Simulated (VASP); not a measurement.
# Na2B5 (P-1) in VASP: single point with PBE

Aim: the single point of Na2B5 with PBE.

Program: VASP 6.6.1. These are calculated values, not measurements. Logs are shortened: lines on timing, memory, paths and dates and some standing lists are left out, and cuts for length are marked.

## (1) The cell of the first run

The typed cell holds 7 atoms: a = 4.399 Å, b = 4.474 Å, c = 7.618 Å, α = 103.53°, β = 95.14°, γ = 114.17°.

## (2) Single point, PBE

Input file INCAR:

```
SYSTEM = Na2B5
PREC = Accurate ; ENCUT = 520
EDIFF = 1E-6 ; ISMEAR = 0
SIGMA = 0.1 ; LREAL = .False.
LASPH = .True. ; NELM = 100
ALGO = Normal ; ISIF = 2
LWAVE = .False. ; LCHARG = .False.
GGA = PE ; NBANDS = 24
```

Input file KPOINTS:

```
regular mesh
0
Gamma
  4 4 4
  0 0 0
```

Input file POSCAR:

```
Na2B5
1.0
    4.3987621528      0.0000000000      0.0000000000
   -1.8321762980      4.0815439825      0.0000000000
   -0.6819879018     -2.2595229622      7.2427881091
Na B
2 5
Direct
    0.3779297177      0.8268395661      0.7238984403
    0.6220702823      0.1731604339      0.2761015597
    0.1981869541      0.6109629435      0.0127482527
    0.5000000000      0.5000000000      0.0000000000
    0.0562601528      0.1955405015      0.9952979896
    0.9437398472      0.8044594985      0.0047020104
    0.8018130459      0.3890370565      0.9872517473
```

Potentials or basis: VASP PAW PBE potentials, release 64 (Na_pv, B).

On the command line:

```bash
> cat potpaw_PBE.64/Na_pv/POTCAR potpaw_PBE.64/B/POTCAR > POTCAR
> mpirun -np 1 vasp_std > vasp.out
```

OUTCAR:

```text
SYSTEM = Na2B5
   PREC = Accurate
   ENCUT = 520
   EDIFF = 1E-6
   ISMEAR = 0
   LREAL = .False.
   LASPH = .True.
   NELM = 100
   ISIF = 2
   GGA = PE

 ion  position               nearest neighbor table
   1  0.378  0.827  0.724-
   2  0.622  0.173  0.276-
   3  0.198  0.611  0.013-   7 1.58   4 1.60   5 1.67   6 1.68
   4  0.500  0.500  0.000-   3 1.60   7 1.60   6 1.86   5 1.86
   5  0.056  0.196  0.995-   6 1.63   3 1.67   7 1.68   4 1.86
   6  0.944  0.804  0.005-   5 1.63   7 1.67   3 1.68   4 1.86
   7  0.802  0.389  0.987-   3 1.58   4 1.60   6 1.67   5 1.68

  LATTYP: Found a triclinic cell.
 ALAT       =     4.8214483541
 B/A-ratio  =     1.9380342910
 C/A-ratio  =     0.9123321106
 COS(alpha) =     0.0056101148
 COS(beta)  =     0.5323267339
 COS(gamma) =     0.5378245114

  Lattice vectors:

 A1 = (   2.5665858548,   4.0815439825,   0.0000000000)
 A2 = (   0.0524216550,   5.9035650028,   7.2427881091)
 A3 = (   4.3987621528,   0.0000000000,   0.0000000000)

Analysis of symmetry for initial positions (statically):
=====================================================================
 Subroutine PRICEL returns:
 Original cell was already a primitive cell.

 Routine SETGRP: Setting up the symmetry group for a
 triclinic supercell.

 Subroutine GETGRP returns: Found  2 space group operations
 (whereof  2 operations were pure point group operations)
 out of a pool of  2 trial point group operations.

The static configuration has the point symmetry S_2 .

Analysis of symmetry for dynamics (positions and initial velocities):
=====================================================================
 Subroutine PRICEL returns:
 Original cell was already a primitive cell.

 Routine SETGRP: Setting up the symmetry group for a
 triclinic supercell.

 Subroutine GETGRP returns: Found  2 space group operations
 (whereof  2 operations were pure point group operations)
 out of a pool of  2 trial point group operations.

The dynamic configuration has the point symmetry S_2 .

 Subroutine INISYM returns: Found  2 space group operations
 (whereof  2 operations are pure point group operations),
 and found     1 'primitive' translations

----------------------------------------------------------------------------------------

                                     Primitive cell

  volume of cell :     130.0351

  direct lattice vectors                    reciprocal lattice vectors
     4.398762153  0.000000000  0.000000000     0.227336684  0.102049833  0.053242592
    -1.832176298  4.081543983  0.000000000     0.000000000  0.245005323  0.076433984
    -0.681987902 -2.259522962  7.242788109     0.000000000  0.000000000  0.138068377

  length of vectors
     4.398762153  4.473910065  7.617646035     0.254815443  0.256651051  0.138068377

  position of ions in fractional coordinates (direct lattice)
     0.377929718  0.826839566  0.723898440
     0.622070282  0.173160434  0.276101560
     0.198186954  0.610962943  0.012748253
     0.500000000  0.500000000  0.000000000
     0.056260153  0.195540501  0.995297990
     0.943739847  0.804459499  0.004702010
     0.801813046  0.389037057  0.987251747

  ion indices of the primitive-cell ions
   primitive index   ion index
                 1           1
                 2           2
                 3           3
                 4           4
                 5           5
                 6           6
                 7           7

----------------------------------------------------------------------------------------

 KPOINTS: regular mesh

Automatic generation of k-mesh.
 Grid dimensions read from file:
 generate k-points for:    4    4    4

 Generating k-lattice:

  Cartesian coordinates                     Fractional coordinates (reciprocal lattice)
     0.056834171  0.025512458  0.013310648     0.250000000  0.000000000  0.000000000
     0.000000000  0.061251331  0.019108496     0.000000000  0.250000000  0.000000000
     0.000000000  0.000000000  0.034517094     0.000000000  0.000000000  0.250000000

  Length of vectors
     0.063703861  0.064162763  0.034517094

  Shift w.r.t. Gamma in fractional coordinates (k-lattice)
     0.000000000  0.000000000  0.000000000

 Subroutine IBZKPT returns following result:
 ===========================================

 Found     36 irreducible k-points:

 Following reciprocal coordinates:
            Coordinates               Weight
  0.000000  0.000000  0.000000      1.000000
  0.250000 -0.000000 -0.000000      2.000000
  0.500000 -0.000000 -0.000000      1.000000
  0.000000  0.250000  0.000000      2.000000
  0.250000  0.250000 -0.000000      2.000000
  0.500000  0.250000 -0.000000      2.000000
[... 16 lines left out ...]
  0.000000 -0.250000  0.250000      2.000000
  0.250000 -0.250000  0.250000      2.000000
 [... further k-points ...]
   k-points           NKPTS =     36   k-points in BZ     NKDIM =     36   number of bands    NBANDS=     24
   number of dos      NEDOS =    301   number of ions     NIONS =      7
   total plane-waves  NPLWV =  77760
   dimension x,y,z NGX =    36 NGY =   36 NGZ =   60
   dimension x,y,z NGXF=    72 NGYF=   72 NGZF=  120
   ions per type =               2   5
   NGX,Y,Z   is equivalent  to a cutoff of  13.61, 13.38, 13.09 a.u.
   NGXF,Y,Z  is equivalent  to a cutoff of  27.21, 26.75, 26.19 a.u.
 SYSTEM =  Na2B5
   PREC   = accura    normal or accurate (medium, high low for compatibility)
   ISTART =      0    job   : 0-new  1-cont  2-samecut
   ICHARG =      2    charge: 1-file 2-atom 10-const
   ISPIN  =      1    spin polarized calculation?
   LNONCOLLINEAR =      F non collinear calculations
   LSORBIT =      F    spin-orbit coupling
   LASPH  =      T    aspherical Exc in radial PAW
   ENCUT  =  520.0 eV  38.22 Ry    6.18 a.u.   8.18  8.32 14.16*2*pi/ulx,y,z
   NELM   =    100;   NELMIN=  2; NELMDL= -5     # of ELM steps
   EDIFF  = 0.1E-05   stopping-criterion for ELM
   LREAL  =      F    real-space projection
[... 7 lines left out ...]
   TEBEG  =    0.0;   TEEND  =   0.0 temperature during run
   PSTRESS=    0.0 pullay stress
   NELECT =      29.0000    total number of electrons
   NUPDOWN=      -1.0000    fix difference up-down
   EMIN   =  10.00;   EMAX   =-10.00  energy-range for DOS
   EFERMI =   0.00;   METHOD = LEGACY
   ISMEAR =     0;   SIGMA  =   0.10  broadening in eV -4-tet -1-fermi 0-gaus
   EFERMI_NEDOS =   21; number of points for ismear=-14 and -15
   IALGO  =     38    algorithm
   IMIX   =      4    mixing-type and parameters
     AMIX     =   0.40;   BMIX     =  1.00
     AMIX_MAG =   1.60;   BMIX_MAG =  1.00
  volume/ion in A,a.u.               =      18.58       125.36
  Fermi-wavevector in a.u.,A,eV,Ry     =   0.992782  1.876086 13.410123  0.985616
  Thomas-Fermi vector in A             =   2.124618
   LORBIT       =      0    0 simple, 1 ext, 2 COOP (PROOUT), +10 PAW based schemes
   GGA     = PE    functional components
   LHFCALC =     F    Hartree Fock is set to
   AEXX    =    0.0000 exact exchange contribution
   IVDW    =     0    specifies the selected vdW correction
   LEPSILON=     F    determine dielectric tensor
   LRPA    =     F    only Hartree local field effects (RPA)
 non-spin polarized calculation
 Gauss-broadening in eV      SIGMA  =   0.10
  energy-cutoff  :      520.00
  volume of cell :      130.04
 maximum number of plane-waves:      3520
 NGX is ok and might be reduce to    36
   NGX = 17   NGY = 17   NGZ = 29

 number of electron      29.0000002 magnetization

 Free energy of the ion-electron system (eV)
  ---------------------------------------------------
  ext. energy  EPLUGINS =         0.00000000
  ---------------------------------------------------
  free energy    TOTEN  =       -34.35618273 eV

  energy without entropy =      -34.34392105  energy(sigma->0) =      -34.35005189

 E-fermi :   1.3472     XC(G=0):  -7.4917

 val. band max:        1.3145423409   @ k =   0.0000  -0.2500   0.2500
 cond. band min:       1.3537391277   @ k =   0.2500   0.2500   0.2500
 fundamental gap:      0.0391967868
 Fermi energy:         1.3472315839

 k-point     1 :       0.0000    0.0000    0.0000
  band No.  band energies     occupation
      1     -23.4651      2.00000
      2     -23.4642      2.00000
      3     -23.4571      2.00000
      4     -23.4484      2.00000
      5     -23.4476      2.00000
      6     -23.4452      2.00000
[... 16 lines left out ...]
     23       9.0094      0.00000
     24       9.2801      0.00000

 k-point     2 :       0.2500   -0.0000   -0.0000
  band No.  band energies     occupation
      1     -23.4663      2.00000
      2     -23.4655      2.00000
      3     -23.4555      2.00000
      4     -23.4493      2.00000
      5     -23.4485      2.00000
      6     -23.4459      2.00000
[... 16 lines left out ...]
     23       7.9927      0.00000
     24       8.3512      0.00000

 k-point     3 :       0.5000   -0.0000   -0.0000
  band No.  band energies     occupation
      1     -23.4677      2.00000
      2     -23.4668      2.00000
      3     -23.4537      2.00000
      4     -23.4500      2.00000
      5     -23.4493      2.00000
      6     -23.4468      2.00000
[... 16 lines left out ...]
     23       7.4461      0.00000
     24       7.9810      0.00000
[... 514 lines left out ...]
 k-point    23 :       0.0000   -0.2500    0.2500
  band No.  band energies     occupation
      1     -23.4661      2.00000
      2     -23.4649      2.00000
      3     -23.4559      2.00000
      4     -23.4495      2.00000
      5     -23.4487      2.00000
      6     -23.4456      2.00000
[... 16 lines left out ...]
     23       8.0965      0.00000
     24       8.3728      0.00000

 k-point    24 :       0.2500   -0.2500    0.2500
  band No.  band energies     occupation
      1     -23.4664      2.00000
      2     -23.4643      2.00000
      3     -23.4551      2.00000
      4     -23.4505      2.00000
      5     -23.4497      2.00000
      6     -23.4462      2.00000
[... 16 lines left out ...]
     23       7.4563      0.00000
     24       8.1050      0.00000

 [... further k-points ...]

------------------------ aborting loop because EDIFF is reached ----------------------------------------

  FORCE on cell =-STRESS in cart. coord.  units (eV):
  Direction    XX          YY          ZZ          XY          YZ          ZX
  --------------------------------------------------------------------------------------
  -------------------------------------------------------------------------------------
  Total        0.3483303     -0.0848305     -0.0707679     -0.4096010     -0.0819234      0.2751397
  in kB        4.2918159     -1.0452054     -0.8719388     -5.0467395     -1.0093877      3.3900270
  external PRESSURE =       0.7915572 kB  Pullay stress =       0.0000000 kB

 VOLUME and BASIS-vectors are now :
 -----------------------------------------------------------------------------
  energy-cutoff  :      520.00
  volume of cell :      130.04
      direct lattice vectors                 reciprocal lattice vectors
     4.398762153  0.000000000  0.000000000     0.227336684  0.102049833  0.053242592
    -1.832176298  4.081543983  0.000000000     0.000000000  0.245005323  0.076433984
    -0.681987902 -2.259522962  7.242788109     0.000000000  0.000000000  0.138068377

 POSITION                                       TOTAL-FORCE (eV/Angst)
 -----------------------------------------------------------------------------------
     -0.34618      1.73912      5.24304        -0.003953     -0.009602      0.051421
      2.23078      0.08290      1.99975         0.003953      0.009602     -0.051421
     -0.25631      2.46487      0.09233         1.032158     -0.478804     -0.022536
      1.28329      2.04077      0.00000        -0.000000      0.000000      0.000000
     -0.78957     -1.45079      7.20873         0.338788      0.745747      0.042494
      2.67417      3.27281      0.03406        -0.338788     -0.745747     -0.042494
      2.14091     -0.64285      7.15046        -1.032158      0.478804      0.022536
 -----------------------------------------------------------------------------------
    total drift:                                0.000000      0.000000      0.000000

  FREE ENERGIE OF THE ION-ELECTRON SYSTEM (eV)
  ---------------------------------------------------
  free  energy   TOTEN  =       -34.3561827315 eV

  energy  without entropy=      -34.3439210465  energy(sigma->0) =      -34.35005189
```

Wall time 46 s (1 thread of Intel Xeon 6975P-C (Granite Rapids), shared host); peak memory 0.3 GiB.

What came out:

```yaml
Free_energy: -34.3562 eV
Pressure: 0.1 GPa
Largest_force: 1.138 eV/Å
Band_gap_on_the_k_mesh: zero (an odd number of electrons rules out a gap without spin polarisation)
```

Forces in eV/Å, atoms in the order of the input:
```
Na  -0.004 -0.010  0.051
Na   0.004  0.010 -0.051
B    1.032 -0.479 -0.023
B    0.000  0.000  0.000
B    0.339  0.746  0.042
B   -0.339 -0.746 -0.042
B   -1.032  0.479  0.023
```

Levels at points of the mesh, in eV from the Fermi level:
| k point | band 10 | band 11 | band 12 | band 13 | band 14 | band 15 | band 16 | band 17 | band 18 | band 19 |
| --- | --- | --- | --- | --- | --- | --- | --- | --- | --- | --- |
| (0.00, 0.00, 0.00) | -6.23 | -5.41 | -5.18 | -2.99 | -1.38 | -0.64 | 2.23 | 2.86 | 3.01 | 3.16 |
| (0.50, 0.00, 0.00) | -6.61 | -4.09 | -4.01 | -2.82 | -2.05 | 1.25 | 1.25 | 2.09 | 2.73 | 2.86 |
| (0.00, 0.50, 0.00) | -7.35 | -4.30 | -2.81 | -1.80 | -0.88 | -0.63 | 1.28 | 1.45 | 2.41 | 2.61 |
| (0.50, 0.50, 0.00) | -5.58 | -4.20 | -3.40 | -3.10 | -2.67 | 0.21 | 1.40 | 1.53 | 2.96 | 4.18 |
| (0.00, 0.00, 0.50) | -6.23 | -5.45 | -5.22 | -2.99 | -0.89 | -0.53 | 1.99 | 2.27 | 2.89 | 3.20 |
| (0.50, 0.00, 0.50) | -6.61 | -4.09 | -4.02 | -2.83 | -2.10 | 1.37 | 1.40 | 2.31 | 2.86 | 3.04 |
| (0.00, 0.50, 0.50) | -7.35 | -4.29 | -2.81 | -1.80 | -0.85 | -0.63 | 1.16 | 1.24 | 2.59 | 2.63 |
| (0.50, 0.50, 0.50) | -5.57 | -4.20 | -3.41 | -3.13 | -2.73 | 0.25 | 1.75 | 2.20 | 2.79 | 4.37 |

Caveat: the k points lie up to 0.40 Å⁻¹ apart, too coarse for converged energies and pressures of a metal; forces of over 1 eV/Å act on the atoms, so gaps and moduli don't describe the material at rest.
